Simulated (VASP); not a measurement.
# Al2As3: relaxation of cell and atoms with PBE

Al2As3:

```xyz
5
Lattice="1.8009 1.0397 8.3479 -1.8009 1.0397 8.3479 0.0000 -2.0795 8.3479" Properties=species:S:1:pos:R:3 pbc="T T T"
Al    0.0000    0.0000   10.0175
Al    0.0000    0.0000   15.0262
As    0.0000    0.0000    0.0000
As    0.0000    0.0000    5.2467
As    0.0000    0.0000   19.7970
```

```yaml
Program: VASP 6.6.1
Task: relaxation of cell and atoms
Functional: PBE
Potentials_or_basis: VASP PAW PBE potentials, release 64 (Al, As)
Cutoff: 600 eV
k_mesh: 6 × 6 × 6
Occupations: gaussian, width 0.1 eV
Spin: no spin polarisation
Dipole_correction: no
Further_INCAR_settings: ALGO = Normal; EDIFF = 1e-07; IBRION = 2; EDIFFG = -0.04; NSW = 90; ISIF = 3
```

The relaxed volume is 19.38 Å³/atom. The relaxed cell is a = 8.004 Å, b = 8.004 Å, c = 8.004 Å, α = 27.56°, β = 27.56°, γ = 27.56°. The space group after relaxing (to 0.1 Å) is R-3m (No. 166) and the energy gained by relaxing is 82.7 meV/atom. The ionic steps are 14 and the pressure after relaxing is 0.2 GPa. The largest force after relaxing is 0.022 eV/Å. The band gap on the k mesh is zero (an odd number of electrons rules out a gap without spin polarisation).

Forces on the atoms (eV/Å):
```
Al   0.000  0.000 -0.019
Al   0.000  0.000  0.019
As   0.000  0.000  0.000
As   0.000  0.000 -0.022
As   0.000  0.000  0.022
```

The path:
```csv
step,energy change (eV),largest force (eV/Å),pressure (GPa),volume (Å³)
1,0.0000,0.7522,3.69,93.78
2,-0.1169,0.3676,-1.80,99.74
3,-0.1169,0.3748,-1.68,99.58
4,-0.1869,0.4750,-0.96,98.30
5,-0.3569,0.3527,2.25,94.25
6,-0.3857,0.2041,1.29,95.39
7,-0.3878,0.1721,0.77,96.09
8,-0.3886,0.1841,0.94,95.86
9,-0.4002,0.1594,0.21,96.73
10,-0.4048,0.1534,-0.74,97.93
11,-0.4102,0.1201,-0.35,97.46
12,-0.4115,0.0905,-0.05,97.11
13,-0.4128,0.0653,0.05,97.03
14,-0.4137,0.0221,0.21,96.90
```

Final structure:
```
Al As
1.0
     1.90654    1.10074    7.69556
    -1.90654    1.10074    7.69556
     0.00000   -2.20148    7.69556
Al As
2 3
Direct
  0.39630 0.39630 0.39630
  0.60370 0.60370 0.60370
  0.00000 0.00000 0.00000
  0.20060 0.20060 0.20060
  0.79940 0.79940 0.79940
```

Levels at points of the mesh, in eV from the Fermi level:
| k point | band 7 | band 8 | band 9 | band 10 | band 11 | band 12 | band 13 | band 14 |
| --- | --- | --- | --- | --- | --- | --- | --- | --- |
| (0.00, 0.00, 0.00) | -1.25 | -0.64 | -0.64 | 0.69 | 0.69 | 0.87 | 2.30 | 3.14 |
| (0.50, 0.00, 0.00) | -3.00 | -2.42 | -2.21 | -1.50 | -0.83 | 0.19 | 1.20 | 3.42 |
| (0.50, 0.50, 0.00) | -3.28 | -3.12 | -2.90 | -1.73 | 0.14 | 0.31 | 0.72 | 2.34 |
| (0.50, 0.50, 0.50) | -0.82 | -0.55 | -0.55 | -0.53 | 0.57 | 0.57 | 2.03 | 3.38 |

Run time: 53 min on 1 thread of Intel(R) Xeon(R) Platinum 8259CL CPU @ 2.50GHz (Skylake/Cascade Lake), on a shared host, peak memory 0.78 GiB.

Caveat: an odd number of electrons without spin polarisation forces a metal; a magnetic or distorted state may lie lower.
